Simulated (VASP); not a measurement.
# FeSnRu2S4 in VASP: settings compared

Aim: see how the results for FeSnRu2S4 move with the level of theory and the settings. Levels: PBE, RPBE. Tasks: single point, relaxation of cell and atoms.

All numbers are computed with VASP 6.6.1; they aren't measurements. Logs are shortened: lines on timing, memory, paths and dates and some standing lists are left out, and cuts for length are marked.

## 1. The cell of the first run

Symmetry: I-42m, No. 121, tetragonal system. Conventional cell: a = 5.699 Å, b = 5.699 Å, c = 9.435 Å, α = 90.00°, β = 90.00°, γ = 90.00°. Fe (site symmetry -42m) has 4 S at 2.12 Å within 2.8 Å. Sn (site symmetry -42m) has 8 S at 2.77 to 3.72 Å and 8 Ru at 3.70 Å within 3.8 Å. Within 3.0 Å of Ru (site symmetry -4) lie 4 S at 2.28 Å. S (site symmetry m) has 1 Fe at 2.12 Å and 2 Ru at 2.28 Å and 1 Sn at 2.77 Å within 2.8 Å.

## 2. Single point, PBE

INCAR

```
SYSTEM = FeSnRu2S4
PREC = Accurate ; ENCUT = 600
EDIFF = 1E-6 ; ISMEAR = -1
SIGMA = 0.1 ; LREAL = .False.
LASPH = .True. ; NELM = 120
ALGO = Normal ; ISIF = 2
LWAVE = .False. ; LCHARG = .False.
GGA = PE ; NBANDS = 47
GGA_COMPAT = .False.
```

KPOINTS

```
regular mesh
0
Gamma
  4 4 4
  0 0 0
```

POSCAR

```
FeSnRu2S4
1.0
    0.0000000000      5.6985149393      0.0000002672
    5.6985149393      0.0000000000      0.0000002672
    2.8492576909      2.8492576909     -4.7176513610
Fe Sn Ru S
1 1 2 4
Direct
    0.0000000000      0.0000000000      0.0000000000
    0.5000000000      0.5000000000      0.0000000000
    0.2500000000      0.7500000000      0.5000000000
    0.7500000000      0.2500000000      0.5000000000
    0.3461377151      0.3461377151      0.7092330442
    0.6538622849      0.0553707593      0.2907669558
    0.9446292407      0.9446292407      0.7092330442
    0.0553707593      0.6538622849      0.2907669558
```

Potentials or basis: VASP PAW PBE potentials, release 64 (Fe, Sn_d, Ru_pv, S).

Run with:

```console
$ cat potpaw_PBE.64/Fe/POTCAR potpaw_PBE.64/Sn_d/POTCAR potpaw_PBE.64/Ru_pv/POTCAR potpaw_PBE.64/S/POTCAR > POTCAR
$ mpirun -np 1 vasp_std > vasp.out
```

OUTCAR:

```text
SYSTEM = FeSnRu2S4
   PREC = Accurate
   ENCUT = 600
   EDIFF = 1E-6
   ISMEAR = -1
   LREAL = .False.
   LASPH = .True.
   NELM = 120
   ISIF = 2
   GGA = PE

 ion  position               nearest neighbor table
   1  0.000  0.000  0.000-   5 2.12   6 2.12   8 2.12   7 2.12
   2  0.500  0.500  0.000-   7 2.77   6 2.77   8 2.77   5 2.77
   3  0.250  0.750  0.500-   6 2.28   5 2.28   7 2.28   8 2.28
   4  0.750  0.250  0.500-   8 2.28   5 2.28   7 2.28   6 2.28
   5  0.346  0.346  0.709-   1 2.12   3 2.28   4 2.28   2 2.77
   6  0.654  0.055  0.291-   1 2.12   3 2.28   4 2.28   2 2.77
   7  0.945  0.945  0.709-   1 2.12   3 2.28   4 2.28   2 2.77
   8  0.055  0.654  0.291-   1 2.12   4 2.28   3 2.28   2 2.77

  LATTYP: Found a body centered tetragonal cell.
 ALAT       =     5.6985149393
 C/A-ratio  =     1.6557477443

  Lattice vectors:

 A1 = (  -2.8492576909,   2.8492572484,   4.7176516282)
 A2 = (   2.8492572484,  -2.8492576909,   4.7176516282)
 A3 = (   2.8492576909,   2.8492576909,  -4.7176513610)

Analysis of symmetry for initial positions (statically):
=====================================================================
 Subroutine PRICEL returns:
 Original cell was already a primitive cell.

 Routine SETGRP: Setting up the symmetry group for a
 body centered tetragonal supercell.

 Subroutine GETGRP returns: Found  8 space group operations
 (whereof  8 operations were pure point group operations)
 out of a pool of 16 trial point group operations.

The static configuration has the point symmetry D_2d.

Analysis of symmetry for dynamics (positions and initial velocities):
=====================================================================
 Subroutine PRICEL returns:
 Original cell was already a primitive cell.

 Routine SETGRP: Setting up the symmetry group for a
 body centered tetragonal supercell.

 Subroutine GETGRP returns: Found  8 space group operations
 (whereof  8 operations were pure point group operations)
 out of a pool of 16 trial point group operations.

The dynamic configuration has the point symmetry D_2d.

 Subroutine INISYM returns: Found  8 space group operations
 (whereof  8 operations are pure point group operations),
 and found     1 'primitive' translations

----------------------------------------------------------------------------------------

                                     Primitive cell

  volume of cell :     153.1966

  direct lattice vectors                    reciprocal lattice vectors
     0.000000000  5.698514939  0.000000267    -0.000000005  0.175484312  0.105984943
     5.698514939  0.000000000  0.000000267     0.175484312 -0.000000005  0.105984943
     2.849257691  2.849257691 -4.717651361     0.000000010  0.000000010 -0.211969870

  length of vectors
     5.698514939  5.698514939  6.204254439     0.205006224  0.205006224  0.211969870

  position of ions in fractional coordinates (direct lattice)
     0.000000000  0.000000000  0.000000000
     0.500000000  0.500000000  0.000000000
     0.250000000  0.750000000  0.500000000
     0.750000000  0.250000000  0.500000000
     0.346137715  0.346137715  0.709233044
     0.653862285  0.055370759  0.290766956
     0.944629241  0.944629241  0.709233044
     0.055370759  0.653862285  0.290766956

  ion indices of the primitive-cell ions
   primitive index   ion index
                 1           1
                 2           2
                 3           3
                 4           4
                 5           5
                 6           6
                 7           7
                 8           8

----------------------------------------------------------------------------------------

 KPOINTS: regular mesh

Automatic generation of k-mesh.
 Grid dimensions read from file:
 generate k-points for:    4    4    4

 Generating k-lattice:

  Cartesian coordinates                     Fractional coordinates (reciprocal lattice)
    -0.000000001  0.043871078  0.026496236     0.250000000  0.000000000  0.000000000
     0.043871078 -0.000000001  0.026496236     0.000000000  0.250000000  0.000000000
     0.000000002  0.000000002 -0.052992467     0.000000000  0.000000000  0.250000000

  Length of vectors
     0.051251556  0.051251556  0.052992467

  Shift w.r.t. Gamma in fractional coordinates (k-lattice)
     0.000000000  0.000000000  0.000000000

 Subroutine IBZKPT returns following result:
 ===========================================

 Found     13 irreducible k-points:

 Following reciprocal coordinates:
            Coordinates               Weight
  0.000000  0.000000  0.000000      1.000000
  0.250000  0.000000 -0.000000      8.000000
  0.500000  0.000000 -0.000000      4.000000
  0.250000  0.250000 -0.000000      8.000000
  0.500000  0.250000  0.000000     16.000000
 -0.250000  0.250000  0.000000      4.000000
  0.500000  0.500000 -0.000000      2.000000
  0.000000  0.000000  0.250000      2.000000
  0.500000  0.000000  0.250000      4.000000
 -0.250000  0.000000  0.250000      8.000000
  0.500000  0.500000  0.250000      2.000000
 -0.250000 -0.250000  0.250000      4.000000
  0.000000  0.000000  0.500000      1.000000
   k-points           NKPTS =     13   k-points in BZ     NKDIM =     13   number of bands    NBANDS=     47
   number of dos      NEDOS =    301   number of ions     NIONS =      8
   total plane-waves  NPLWV = 115200
   dimension x,y,z NGX =    48 NGY =   48 NGZ =   50
   dimension x,y,z NGXF=    96 NGYF=   96 NGZF=  100
   ions per type =               1   1   2   4
   NGX,Y,Z   is equivalent  to a cutoff of  14.00, 14.00, 13.40 a.u.
   NGXF,Y,Z  is equivalent  to a cutoff of  28.01, 28.01, 26.80 a.u.
 SYSTEM =  FeSnRu2S4
   PREC   = accura    normal or accurate (medium, high low for compatibility)
   ISTART =      0    job   : 0-new  1-cont  2-samecut
   ICHARG =      2    charge: 1-file 2-atom 10-const
   ISPIN  =      1    spin polarized calculation?
   LNONCOLLINEAR =      F non collinear calculations
   LSORBIT =      F    spin-orbit coupling
   LASPH  =      T    aspherical Exc in radial PAW
   ENCUT  =  600.0 eV  44.10 Ry    6.64 a.u.  11.38 11.38 12.39*2*pi/ulx,y,z
   NELM   =    120;   NELMIN=  2; NELMDL= -5     # of ELM steps
   EDIFF  = 0.1E-05   stopping-criterion for ELM
   LREAL  =      F    real-space projection
[... 7 lines left out ...]
   TEBEG  =    0.0;   TEEND  =   0.0 temperature during run
   PSTRESS=    0.0 pullay stress
   NELECT =      74.0000    total number of electrons
   NUPDOWN=      -1.0000    fix difference up-down
   EMIN   =  10.00;   EMAX   =-10.00  energy-range for DOS
   EFERMI =   0.00;   METHOD = LEGACY
   ISMEAR =    -1;   SIGMA  =   0.10  broadening in eV -4-tet -1-fermi 0-gaus
   EFERMI_NEDOS =   21; number of points for ismear=-14 and -15
   IALGO  =     38    algorithm
   IMIX   =      4    mixing-type and parameters
     AMIX     =   0.40;   BMIX     =  1.00
     AMIX_MAG =   1.60;   BMIX_MAG =  1.00
  volume/ion in A,a.u.               =      19.15       129.23
  Fermi-wavevector in a.u.,A,eV,Ry     =   1.284505  2.427362 22.448960  1.649952
  Thomas-Fermi vector in A             =   2.416694
   LORBIT       =      0    0 simple, 1 ext, 2 COOP (PROOUT), +10 PAW based schemes
   GGA     = PE    functional components
   LHFCALC =     F    Hartree Fock is set to
   AEXX    =    0.0000 exact exchange contribution
   IVDW    =     0    specifies the selected vdW correction
   LEPSILON=     F    determine dielectric tensor
   LRPA    =     F    only Hartree local field effects (RPA)
 non-spin polarized calculation
  energy-cutoff  :      600.00
  volume of cell :      153.20
 maximum number of plane-waves:      5175
 NGX is ok and might be reduce to    48
   NGX = 23   NGY = 23   NGZ = 25

 number of electron      74.0000004 magnetization

 Free energy of the ion-electron system (eV)
  ---------------------------------------------------
  ext. energy  EPLUGINS =         0.00000000
  ---------------------------------------------------
  free energy    TOTEN  =       -47.94375774 eV

  energy without entropy =      -47.72718088  energy(sigma->0) =      -47.83546931

 E-fermi :   6.8612     XC(G=0): -10.5505

 val. band max:        6.8223100352   @ k =   0.2500   0.2500  -0.0000
 cond. band min:       6.8688824790   @ k =   0.5000   0.0000   0.2500
 fundamental gap:      0.0465724438
 Fermi energy:         6.8611702839

 k-point     1 :       0.0000    0.0000    0.0000
  band No.  band energies     occupation
      1     -35.7914      2.00000
      2     -35.7914      2.00000
      3     -35.7813      2.00000
      4     -35.7813      2.00000
      5     -35.5064      2.00000
      6     -35.5045      2.00000
[... 39 lines left out ...]
     46      10.1953      0.00000
     47      10.8456      0.00000

 k-point     2 :       0.2500    0.0000   -0.0000
  band No.  band energies     occupation
      1     -35.7899      2.00000
      2     -35.7899      2.00000
      3     -35.7828      2.00000
      4     -35.7827      2.00000
      5     -35.5060      2.00000
      6     -35.5048      2.00000
[... 39 lines left out ...]
     46      10.2552      0.00000
     47      11.6157      0.00000

 k-point     3 :       0.5000    0.0000   -0.0000
  band No.  band energies     occupation
      1     -35.7864      2.00000
      2     -35.7864      2.00000
      3     -35.7863      2.00000
      4     -35.7863      2.00000
      5     -35.5054      2.00000
      6     -35.5054      2.00000
[... 39 lines left out ...]
     46      10.3649      0.00000
     47      12.5391      0.00000

 k-point     4 :       0.2500    0.2500   -0.0000
  band No.  band energies     occupation
      1     -35.7917      2.00000
      2     -35.7866      2.00000
      3     -35.7860      2.00000
      4     -35.7809      2.00000
      5     -35.5060      2.00000
      6     -35.5049      2.00000
[... 39 lines left out ...]
     46      10.3180      0.00000
     47      11.6727      0.00000

 k-point     5 :       0.5000    0.2500    0.0000
  band No.  band energies     occupation
      1     -35.7904      2.00000
      2     -35.7904      2.00000
      3     -35.7823      2.00000
      4     -35.7823      2.00000
      5     -35.5056      2.00000
      6     -35.5053      2.00000
[... 39 lines left out ...]
     46      10.3841      0.00000
     47      11.9654      0.00000

 k-point     6 :      -0.2500    0.2500    0.0000
  band No.  band energies     occupation
      1     -35.7917      2.00000
      2     -35.7867      2.00000
      3     -35.7860      2.00000
      4     -35.7810      2.00000
      5     -35.5057      2.00000
      6     -35.5051      2.00000
[... 39 lines left out ...]
     46      10.4907      0.00000
     47      11.7972      0.00000

 k-point     7 :       0.5000    0.5000   -0.0000
  band No.  band energies     occupation
      1     -35.7921      2.00000
      2     -35.7920      2.00000
      3     -35.7807      2.00000
      4     -35.7806      2.00000
      5     -35.5056      2.00000
      6     -35.5052      2.00000
[... 39 lines left out ...]
     46      10.5587      0.00000
     47      11.7419      0.00000

 k-point     8 :       0.0000    0.0000    0.2500
  band No.  band energies     occupation
      1     -35.7914      2.00000
      2     -35.7914      2.00000
      3     -35.7812      2.00000
      4     -35.7812      2.00000
      5     -35.5065      2.00000
      6     -35.5043      2.00000
[... 39 lines left out ...]
     46      10.0472      0.00000
     47      11.5622      0.00000

 k-point     9 :       0.5000    0.0000    0.2500
  band No.  band energies     occupation
      1     -35.7864      2.00000
      2     -35.7864      2.00000
      3     -35.7864      2.00000
      4     -35.7863      2.00000
      5     -35.5056      2.00000
      6     -35.5052      2.00000
[... 39 lines left out ...]
     46      10.5652      0.00000
     47      12.1886      0.00000

 k-point    10 :      -0.2500    0.0000    0.2500
  band No.  band energies     occupation
      1     -35.7900      2.00000
      2     -35.7900      2.00000
      3     -35.7827      2.00000
      4     -35.7827      2.00000
      5     -35.5064      2.00000
      6     -35.5045      2.00000
[... 39 lines left out ...]
     46      10.1523      0.00000
     47      12.0437      0.00000

 k-point    11 :       0.5000    0.5000    0.2500
  band No.  band energies     occupation
      1     -35.7920      2.00000
      2     -35.7920      2.00000
      3     -35.7807      2.00000
      4     -35.7807      2.00000
      5     -35.5054      2.00000
      6     -35.5054      2.00000
[... 39 lines left out ...]
     46      10.3781      0.00000
     47      12.2476      0.00000

 k-point    12 :      -0.2500   -0.2500    0.2500
  band No.  band energies     occupation
      1     -35.7918      2.00000
      2     -35.7866      2.00000
      3     -35.7861      2.00000
      4     -35.7809      2.00000
      5     -35.5062      2.00000
      6     -35.5046      2.00000
[... 39 lines left out ...]
     46      10.2241      0.00000
     47      11.6953      0.00000

 k-point    13 :       0.0000    0.0000    0.5000
  band No.  band energies     occupation
      1     -35.7914      2.00000
      2     -35.7914      2.00000
      3     -35.7812      2.00000
      4     -35.7812      2.00000
      5     -35.5067      2.00000
      6     -35.5040      2.00000
[... 39 lines left out ...]
     46       9.8725      0.00000
     47      11.5867      0.00000

------------------------ aborting loop because EDIFF is reached ----------------------------------------

  FORCE on cell =-STRESS in cart. coord.  units (eV):
  Direction    XX          YY          ZZ          XY          YZ          ZX
  --------------------------------------------------------------------------------------
  -------------------------------------------------------------------------------------
  Total        0.0004329      0.0004329      0.0892033      0.0000000     -0.0000000     -0.0000000
  in kB        0.0045278      0.0045278      0.9329149      0.0000000     -0.0000000     -0.0000000
  external PRESSURE =       0.3139902 kB  Pullay stress =       0.0000000 kB

 VOLUME and BASIS-vectors are now :
 -----------------------------------------------------------------------------
  energy-cutoff  :      600.00
  volume of cell :      153.20
      direct lattice vectors                 reciprocal lattice vectors
     0.000000000  5.698514939  0.000000267    -0.000000005  0.175484312  0.105984943
     5.698514939  0.000000000  0.000000267     0.175484312 -0.000000005  0.105984943
     2.849257691  2.849257691 -4.717651361     0.000000010  0.000000010 -0.211969870

 POSITION                                       TOTAL-FORCE (eV/Angst)
 -----------------------------------------------------------------------------------
      0.00000      0.00000      0.00000         0.000000     -0.000000      0.000000
      2.84926      2.84926      0.00000         0.000000     -0.000000      0.000000
      5.69852      2.84926     -2.35883         0.000000     -0.000000      0.000000
      2.84926      5.69852     -2.35883        -0.000000     -0.000000      0.000000
      3.99326      3.99326     -3.34591         0.027930      0.027930      0.045482
      1.14400      4.55451     -1.37174         0.027930     -0.027930     -0.045482
      7.40377      7.40377     -3.34591        -0.027930     -0.027930      0.045482
      4.55451      1.14400     -1.37174        -0.027930      0.027930     -0.045482
 -----------------------------------------------------------------------------------
    total drift:                                0.000006      0.000006      0.000001

  FREE ENERGIE OF THE ION-ELECTRON SYSTEM (eV)
  ---------------------------------------------------
  free  energy   TOTEN  =       -47.9437577425 eV

  energy  without entropy=      -47.7271808766  energy(sigma->0) =      -47.83546931
```

Wall time 6.8 min (1 thread of Intel Xeon Platinum 8259CL at 2.50GHz (Skylake/Cascade Lake), shared host); peak memory 0.4 GiB.

Results:

```
Free energy            : -47.9438 eV
Pressure               : 0.0 GPa
Largest force          : 0.060 eV/Å
Band gap on the k mesh : zero (bands 37 and 38 overlap by 0.87 eV)
```

Forces in eV/Å, atoms in the order of the input:
```
Fe   0.000  0.000  0.000
Sn   0.000  0.000  0.000
Ru   0.000  0.000  0.000
Ru   0.000  0.000  0.000
S    0.028  0.028  0.045
S    0.028 -0.028 -0.045
S   -0.028 -0.028  0.045
S   -0.028  0.028 -0.045
```

Levels at points of the mesh, in eV from the Fermi level:
| k point | band 35 | band 36 | band 37 | band 38 | band 39 | band 40 |
| --- | --- | --- | --- | --- | --- | --- |
| (0.00, 0.00, 0.00) | -0.87 | -0.41 | -0.41 | -0.14 | 0.29 | 0.53 |
| (0.50, 0.00, 0.00) | -0.66 | -0.61 | -0.12 | -0.08 | 0.41 | 0.68 |
| (0.50, 0.50, 0.00) | -0.74 | -0.18 | 0.46 | 0.54 | 0.74 | 0.80 |
| (0.00, 0.00, 0.50) | -0.76 | 0.27 | 0.27 | 0.59 | 0.73 | 0.92 |

Caveat: spin-orbit coupling is left out, which moves the levels of the heavy elements; the run has no spin polarisation, though such a crystal can be magnetic. Spin polarisation is off, so any magnetic state and its effect on volume and gap are missing.

## 3. Single point, PBE

INCAR

```
SYSTEM = FeSnRu2S4
PREC = Accurate
ENCUT = 600
EDIFF = 1E-6
ISMEAR = -1
SIGMA = 0.1
LREAL = .False.
LASPH = .True.
NELM = 120
ALGO = Normal
ISIF = 2
LWAVE = .False.
LCHARG = .False.
GGA = PE
NBANDS = 47
GGA_COMPAT = .False.
```

KPOINTS

```
Automatic mesh
0
Gamma
  4 4 4
  0 0 0
```

POSCAR

```
FeSnRu2S4
1.0
    0.0000000000      5.6985997985      0.0000002672
    5.6985997985      0.0000000000      0.0000002672
    2.8493001205      2.8493001205     -4.7175691249
Fe Sn Ru S
1 1 2 4
Direct
    0.0000000000      0.0000000000      0.0000000000
    0.5000000000      0.5000000000      0.0000000000
    0.2500000000      0.7500000000      0.5000000000
    0.7500000000      0.2500000000      0.5000000000
    0.3461369873      0.3461369873      0.7092338314
    0.6538630127      0.0553708187      0.2907661686
    0.9446291813      0.9446291813      0.7092338314
    0.0553708187      0.6538630127      0.2907661686
```

Potentials or basis: VASP PAW PBE potentials, release 64 (Fe, Sn_d, Ru_pv, S).

Run with:

```console
$ cat potpaw_PBE.64/Fe/POTCAR potpaw_PBE.64/Sn_d/POTCAR potpaw_PBE.64/Ru_pv/POTCAR potpaw_PBE.64/S/POTCAR > POTCAR
$ mpirun -np 1 vasp_std > vasp.out
```

Run time: 5.5 min. Hardware: 1 thread of Intel Xeon Platinum 8259CL at 2.50GHz (Skylake/Cascade Lake), shared host; peak memory 0.4 GiB.

It converged, with:

- Free energy: -47.9438 eV
- Pressure: 0.0 GPa
- Largest force: 0.060 eV/Å
- Band gap on the k mesh: zero (bands 37 and 38 overlap by 0.87 eV)

Forces in eV/Å, atoms in the order of the input:
```
Fe   0.000  0.000  0.000
Sn   0.000  0.000  0.000
Ru   0.000  0.000  0.000
Ru   0.000  0.000  0.000
S    0.028  0.028  0.046
S    0.028 -0.028 -0.046
S   -0.028 -0.028  0.046
S   -0.028  0.028 -0.046
```

Stress tensor (GPa, compression positive):
```
0.00 0.00 0.00
0.00 0.00 0.00
0.00 0.00 0.09
```

Levels at points of the mesh, in eV from the Fermi level:
```csv
k point,band 34,band 35,band 36,band 37,band 38,band 39,band 40,band 41
"(0.00, 0.00, 0.00)",-1.38,-0.87,-0.41,-0.41,-0.14,0.29,0.53,1.95
"(0.50, 0.00, 0.00)",-0.80,-0.66,-0.61,-0.12,-0.08,0.41,0.68,0.99
"(0.50, 0.50, 0.00)",-0.91,-0.74,-0.18,0.46,0.54,0.74,0.80,1.02
"(0.00, 0.00, 0.50)",-1.37,-0.76,0.27,0.27,0.59,0.73,0.92,1.31
```

Caveat: spin-orbit coupling is left out, which moves the levels of the heavy elements; the run has no spin polarisation, though such a crystal can be magnetic.

[end of part 1 of 2]

The gap in the log of VASP goes by the Fermi energy; the results here count the filled bands.